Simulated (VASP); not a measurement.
Crystal: GeW.

```
Ge W
1.0
     0.00000    2.57761    2.57761
     2.57761    0.00000    2.57761
     2.57761    2.57761    0.00000
Ge W
1 1
Cartesian
  2.5776 2.5776 2.5776
  0.0000 0.0000 0.0000
```

- Program: VASP 6.6.1
- Task: relaxation of cell and atoms
- Functional: PBE
- Potentials or basis: VASP PAW PBE potentials, release 64 (Ge_d, W_sv)
- Cutoff: 600 eV
- k mesh: 9 × 9 × 9
- Occupations: fermi-dirac, width 0.05 eV
- Spin: no spin polarisation
- Hubbard terms: W d U = 8.0 eV

At the start: pressure 8.1 GPa; volume 17.13 Å³/atom.

**Question.** Where does the relaxation end?

**Answer.** Over 4 steps the energy falls by 20.8 meV/atom and the volume is 18.00 Å³/atom (+5.1 %); space group Fm-3m (No. 225, to 0.05 Å).

The path:
```csv
step,energy change (eV),largest force (eV/Å),pressure (GPa),volume (Å³)
1,0.0000,0.0000,8.15,34.25
2,0.0367,0.0000,-8.75,38.75
3,-0.0415,0.0000,-0.24,36.06
4,-0.0416,0.0000,-0.05,36.01
```

Final structure:
```xyz
2
Lattice="0.0000 2.6209 2.6209 2.6209 0.0000 2.6209 2.6209 2.6209 0.0000" Properties=species:S:1:pos:R:3 pbc="T T T"
Ge    2.6209    2.6209    2.6209
W     0.0000    0.0000    0.0000
```

Caveat: U without spin polarisation on a metal has little footing; the U is typed as a test and isn't derived for this compound.
